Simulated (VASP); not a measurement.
# Ga2SnSe4 (I-4) in VASP: a series of runs

Runs on Ga2SnSe4. Level: PBE. Tasks: single point, relaxation of cell and atoms.

Everything below comes from runs of VASP 6.6.1. Logs are shortened: lines on timing, memory, paths and dates and some standing lists are left out, and cuts for length are marked.

### 1 The cell of the first run

Symmetry: I-4, No. 82, tetragonal system. The conventional cell has a = 6.727 Å, b = 6.727 Å, c = 8.429 Å, α = 90.00°, β = 90.00°, γ = 90.00°. Ga (site symmetry -4) has 4 Se at 2.44 Å within 3.2 Å. Ga (site symmetry -4) has 4 Se at 2.45 Å within 3.2 Å. Within 4.0 Å of Sn (site symmetry -4) lie 8 Se at 3.02 to 3.54 Å and 4 Ga at 3.97 Å. Se (site symmetry 1) has 2 Ga at 2.44 to 2.45 Å and 1 Sn at 3.02 Å within 3.2 Å.

### 2 Single point, PBE

The input, INCAR:

```
PREC     = Accurate       # precision mode
ENCUT    = 520            # plane-wave cutoff, eV
EDIFF    = 1E-6           # SCF threshold, eV
ISMEAR   = 0              # smearing method
SIGMA    = 0.15           # smearing width, eV
LREAL    = False          # projectors in reciprocal space
LASPH    = True           # aspherical terms in the spheres
NELM     = 60             # most SCF steps
ALGO     = Normal         # electronic algorithm
ISIF     = 2              # what is computed and relaxed
LWAVE    = False          # write WAVECAR
LCHARG   = False          # write CHGCAR
GGA      = PE             # functional
NBANDS   = 41             # bands
```

The input, KPOINTS:

```
Automatic mesh
0
Gamma
  3 3 3
```

The input, POSCAR:

```
Ga2SnSe4
1.0
   -3.3636153363      3.3636153363      4.2145254175
    3.3636153363     -3.3636153363      4.2145254175
    3.3636153363      3.3636153363     -4.2145254175
Ga Sn Se
2 1 4
Direct
    0.5000000000      0.5000000000      0.0000000000
    0.2500000000      0.7500000000      0.5000000000
    0.0000000000      0.0000000000      0.0000000000
    0.1369373807      0.1197803572      0.5702985059
    0.5494818512      0.5666388748      0.4297014941
    0.4333611252      0.8630626193     -0.0171570236
    0.8802196428      0.4505181488      1.0171570236
```

Potentials or basis: VASP PAW PBE potentials, release 64 (Ga_d, Sn_d, Se).

On the command line:

```console
> cat potpaw_PBE.64/Ga_d/POTCAR potpaw_PBE.64/Sn_d/POTCAR potpaw_PBE.64/Se/POTCAR > POTCAR
> mpirun -np 1 vasp_std > vasp.out
```

OUTCAR:

```text
PREC = Accurate
   ENCUT = 520
   EDIFF = 1E-6
   ISMEAR = 0
   LREAL = False
   LASPH = True
   NELM = 60
   ISIF = 2
   GGA = PE

 ion  position               nearest neighbor table
   1  0.500  0.500  0.000-   7 2.44   4 2.44   6 2.44   5 2.44
   2  0.250  0.750  0.500-   5 2.45   6 2.45   7 2.45   4 2.45
   3  0.000  0.000  0.000-   4 3.02   6 3.02   5 3.02   7 3.02
   4  0.137  0.120  0.570-   1 2.44   2 2.45   3 3.02
   5  0.549  0.567  0.430-   1 2.44   2 2.45   3 3.02
   6  0.433  0.863  0.983-   1 2.44   2 2.45   3 3.02
   7  0.880  0.451  0.017-   1 2.44   2 2.45   3 3.02

  LATTYP: Found a body centered tetragonal cell.
 ALAT       =     6.7272306726
 C/A-ratio  =     1.2529748488

  Lattice vectors:

 A1 = (  -3.3636153363,   3.3636153363,   4.2145254175)
 A2 = (   3.3636153363,  -3.3636153363,   4.2145254175)
 A3 = (   3.3636153363,   3.3636153363,  -4.2145254175)

Analysis of symmetry for initial positions (statically):
=====================================================================
 Subroutine PRICEL returns:
 Original cell was already a primitive cell.

 Routine SETGRP: Setting up the symmetry group for a
 body centered tetragonal supercell.

 Subroutine GETGRP returns: Found  4 space group operations
 (whereof  4 operations were pure point group operations)
 out of a pool of 16 trial point group operations.

The static configuration has the point symmetry S_4 .

Analysis of symmetry for dynamics (positions and initial velocities):
=====================================================================
 Subroutine PRICEL returns:
 Original cell was already a primitive cell.

 Routine SETGRP: Setting up the symmetry group for a
 body centered tetragonal supercell.

 Subroutine GETGRP returns: Found  4 space group operations
 (whereof  4 operations were pure point group operations)
 out of a pool of 16 trial point group operations.

The dynamic configuration has the point symmetry S_4 .

 Subroutine INISYM returns: Found  4 space group operations
 (whereof  4 operations are pure point group operations),
 and found     1 'primitive' translations

----------------------------------------------------------------------------------------

                                     Primitive cell

  volume of cell :     190.7310

  direct lattice vectors                    reciprocal lattice vectors
    -3.363615336  3.363615336  4.214525417     0.000000000  0.148649578  0.118637320
     3.363615336 -3.363615336  4.214525417     0.148649578  0.000000000  0.118637320
     3.363615336  3.363615336 -4.214525417     0.148649578  0.148649578  0.000000000

  length of vectors
     6.355315945  6.355315945  6.355315945     0.190188093  0.190188093  0.210222249

  position of ions in fractional coordinates (direct lattice)
     0.500000000  0.500000000  0.000000000
     0.250000000  0.750000000  0.500000000
     0.000000000  0.000000000  0.000000000
     0.136937381  0.119780357  0.570298506
     0.549481851  0.566638875  0.429701494
     0.433361125  0.863062619  0.982842976
     0.880219643  0.450518149  0.017157024

  ion indices of the primitive-cell ions
   primitive index   ion index
                 1           1
                 2           2
                 3           3
                 4           4
                 5           5
                 6           6
                 7           7

----------------------------------------------------------------------------------------

 KPOINTS: Automatic mesh

Automatic generation of k-mesh.
 Grid dimensions read from file:
 generate k-points for:    3    3    3

 Generating k-lattice:

  Cartesian coordinates                     Fractional coordinates (reciprocal lattice)
     0.000000000  0.049549859  0.039545773     0.333333333  0.000000000 -0.000000000
     0.049549859  0.000000000  0.039545773     0.000000000  0.333333333 -0.000000000
     0.049549859  0.049549859  0.000000000     0.000000000  0.000000000  0.333333333

  Length of vectors
     0.063396031  0.063396031  0.070074083

  Shift w.r.t. Gamma in fractional coordinates (k-lattice)
     0.000000000  0.000000000  0.000000000

 Subroutine IBZKPT returns following result:
 ===========================================

 Found      6 irreducible k-points:

 Following reciprocal coordinates:
            Coordinates               Weight
  0.000000  0.000000  0.000000      1.000000
  0.333333  0.000000  0.000000      8.000000
  0.333333  0.333333  0.000000      8.000000
 -0.333333  0.333333  0.000000      4.000000
 -0.333333  0.333333  0.333333      4.000000
 -0.333333 -0.333333  0.333333      2.000000
   k-points           NKPTS =      6   k-points in BZ     NKDIM =      6   number of bands    NBANDS=     41
   number of dos      NEDOS =    301   number of ions     NIONS =      7
   total plane-waves  NPLWV = 110592
   dimension x,y,z NGX =    48 NGY =   48 NGZ =   48
   dimension x,y,z NGXF=    96 NGYF=   96 NGZF=   96
   ions per type =               2   1   4
   NGX,Y,Z   is equivalent  to a cutoff of  12.56, 12.56, 12.56 a.u.
   NGXF,Y,Z  is equivalent  to a cutoff of  25.11, 25.11, 25.11 a.u.
 SYSTEM =  unknown system
   PREC   = accura    normal or accurate (medium, high low for compatibility)
   ISTART =      0    job   : 0-new  1-cont  2-samecut
   ICHARG =      2    charge: 1-file 2-atom 10-const
   ISPIN  =      1    spin polarized calculation?
   LNONCOLLINEAR =      F non collinear calculations
   LSORBIT =      F    spin-orbit coupling
   LASPH  =      T    aspherical Exc in radial PAW
   ENCUT  =  520.0 eV  38.22 Ry    6.18 a.u.  11.82 11.82 11.82*2*pi/ulx,y,z
   NELM   =     60;   NELMIN=  2; NELMDL= -5     # of ELM steps
   EDIFF  = 0.1E-05   stopping-criterion for ELM
   LREAL  =      F    real-space projection
   EDIFFG = 0.1E-04   stopping-criterion for IOM
   NSW    =      0    number of steps for IOM
   IBRION =     -1    ionic relax: 0-MD 1-quasi-New 2-CG
   NFREE  =      0    steps in history (QN), initial steepest desc. (CG)
   ISIF   =      2    stress and relaxation
   ISYM   =      2    0-nonsym 1-usesym 2-fastsym
   POTIM  = 0.5000    time-step for ionic-motion
   TEBEG  =    0.0;   TEEND  =   0.0 temperature during run
   PSTRESS=    0.0 pullay stress
   NELECT =      64.0000    total number of electrons
   NUPDOWN=      -1.0000    fix difference up-down
   EMIN   =  10.00;   EMAX   =-10.00  energy-range for DOS
   EFERMI =   0.00;   METHOD = LEGACY
   ISMEAR =     0;   SIGMA  =   0.15  broadening in eV -4-tet -1-fermi 0-gaus
   EFERMI_NEDOS =   21; number of points for ismear=-14 and -15
   IALGO  =     38    algorithm
   IMIX   =      4    mixing-type and parameters
     AMIX     =   0.40;   BMIX     =  1.00
     AMIX_MAG =   1.60;   BMIX_MAG =  1.00
  volume/ion in A,a.u.               =      27.25       183.87
  Fermi-wavevector in a.u.,A,eV,Ry     =   1.137613  2.149776 17.608148  1.294162
  Thomas-Fermi vector in A             =   2.274317
   LORBIT       =      0    0 simple, 1 ext, 2 COOP (PROOUT), +10 PAW based schemes
   GGA     = PE    functional components
   LHFCALC =     F    Hartree Fock is set to
   AEXX    =    0.0000 exact exchange contribution
   IVDW    =     0    specifies the selected vdW correction
   LEPSILON=     F    determine dielectric tensor
   LRPA    =     F    only Hartree local field effects (RPA)
 non-spin polarized calculation
 Gauss-broadening in eV      SIGMA  =   0.15
  energy-cutoff  :      520.00
  volume of cell :      190.73
 maximum number of plane-waves:      5158
   NGX = 23   NGY = 23   NGZ = 23

 number of electron      63.9999969 magnetization

 Free energy of the ion-electron system (eV)
  ---------------------------------------------------
  ext. energy  EPLUGINS =         0.00000000
  ---------------------------------------------------
  free energy    TOTEN  =       -27.14949749 eV

  energy without entropy =      -27.14949749  energy(sigma->0) =      -27.14949749

 E-fermi :   3.6223     XC(G=0):  -8.9847

 val. band max:        2.8681886872   @ k =  -0.3333   0.3333   0.3333
 cond. band min:       4.3259806547   @ k =  -0.3333   0.3333   0.3333
 fundamental gap:      1.4577919675
 Fermi energy:         3.6222607414

 k-point     1 :       0.0000    0.0000    0.0000
  band No.  band energies     occupation
      1     -18.4317      2.00000
      2     -18.4271      2.00000
      3     -18.4271      2.00000
      4     -18.4016      2.00000
      5     -18.3993      2.00000
      6     -11.9424      2.00000
[... 33 lines left out ...]
     40       8.9009      0.00000
     41       9.4240      0.00000

 k-point     2 :       0.3333    0.0000    0.0000
  band No.  band energies     occupation
      1     -18.4318      2.00000
      2     -18.4268      2.00000
      3     -18.4268      2.00000
      4     -18.4014      2.00000
      5     -18.3993      2.00000
      6     -11.9382      2.00000
[... 33 lines left out ...]
     40       8.2444      0.00000
     41       8.7399      0.00000

 k-point     3 :       0.3333    0.3333    0.0000
  band No.  band energies     occupation
      1     -18.4318      2.00000
      2     -18.4269      2.00000
      3     -18.4265      2.00000
      4     -18.4013      2.00000
      5     -18.3993      2.00000
      6     -11.9387      2.00000
[... 33 lines left out ...]
     40       8.0995      0.00000
     41       8.5337      0.00000

 k-point     4 :      -0.3333    0.3333    0.0000
  band No.  band energies     occupation
      1     -18.4317      2.00000
      2     -18.4272      2.00000
      3     -18.4265      2.00000
      4     -18.4014      2.00000
      5     -18.3993      2.00000
      6     -11.9433      2.00000
[... 33 lines left out ...]
     40       8.4053      0.00000
     41       8.8785      0.00000

 k-point     5 :      -0.3333    0.3333    0.3333
  band No.  band energies     occupation
      1     -18.4319      2.00000
      2     -18.4266      2.00000
      3     -18.4265      2.00000
      4     -18.4012      2.00000
      5     -18.3994      2.00000
      6     -11.9275      2.00000
[... 33 lines left out ...]
     40       7.7563      0.00000
     41       8.2893      0.00000

 k-point     6 :      -0.3333   -0.3333    0.3333
  band No.  band energies     occupation
      1     -18.4318      2.00000
      2     -18.4265      2.00000
      3     -18.4265      2.00000
      4     -18.4012      2.00000
      5     -18.3994      2.00000
      6     -11.9214      2.00000
[... 33 lines left out ...]
     40       7.5585      0.00000
     41       9.0203      0.00000

------------------------ aborting loop because EDIFF is reached ----------------------------------------

  FORCE on cell =-STRESS in cart. coord.  units (eV):
  Direction    XX          YY          ZZ          XY          YZ          ZX
  --------------------------------------------------------------------------------------
  -------------------------------------------------------------------------------------
  Total        0.4015213      0.4015213      0.7494324     -0.0000001      0.0000000      0.0000000
  in kB        3.3728566      3.3728566      6.2953771     -0.0000005      0.0000000      0.0000000
  external PRESSURE =       4.3470301 kB  Pullay stress =       0.0000000 kB

 VOLUME and BASIS-vectors are now :
 -----------------------------------------------------------------------------
  energy-cutoff  :      520.00
  volume of cell :      190.73
      direct lattice vectors                 reciprocal lattice vectors
    -3.363615336  3.363615336  4.214525417     0.000000000  0.148649578  0.118637320
     3.363615336 -3.363615336  4.214525417     0.148649578  0.000000000  0.118637320
     3.363615336  3.363615336 -4.214525417     0.148649578  0.148649578  0.000000000

 POSITION                                       TOTAL-FORCE (eV/Angst)
 -----------------------------------------------------------------------------------
      0.00000      0.00000      4.21453        -0.000000      0.000000     -0.000000
      3.36362      0.00000      2.10726        -0.000000      0.000000     -0.000000
      0.00000      0.00000      0.00000        -0.000000      0.000000     -0.000000
      1.86056      1.97597     -1.32159         0.028273      0.040119     -0.050879
      1.50306      1.38764      2.89293        -0.028273     -0.040119     -0.050879
      4.75126      1.86056      1.32159        -0.040119      0.028273      0.050879
     -1.38764      1.50306      5.53612         0.040119     -0.028273      0.050879
 -----------------------------------------------------------------------------------
    total drift:                               -0.000008     -0.000007     -0.000002

  FREE ENERGIE OF THE ION-ELECTRON SYSTEM (eV)
  ---------------------------------------------------
  free  energy   TOTEN  =       -27.1494974942 eV

  energy  without entropy=      -27.1494974942  energy(sigma->0) =      -27.14949749
```

Wall time 90 s (1 thread of Intel Xeon Platinum 8259CL at 2.50GHz (Skylake/Cascade Lake), shared host); peak memory 0.33 GiB.

What came out:

```
Free energy            : -27.1495 eV
Pressure               : 0.4 GPa
Largest force          : 0.071 eV/Å
Band gap on the k mesh : 1.46 eV
```

Forces in eV/Å, atoms in the order of the input:
```
Ga   0.000  0.000  0.000
Ga   0.000  0.000  0.000
Sn   0.000  0.000  0.000
Se   0.028  0.040 -0.051
Se  -0.028 -0.040 -0.051
Se  -0.040  0.028  0.051
Se   0.040 -0.028  0.051
```

Caveat: spin-orbit coupling is left out, which moves the levels of the heavy elements; an odd mesh through Γ misses points on the zone boundary, where band edges can lie.

(Continued in part 2 of 2.)
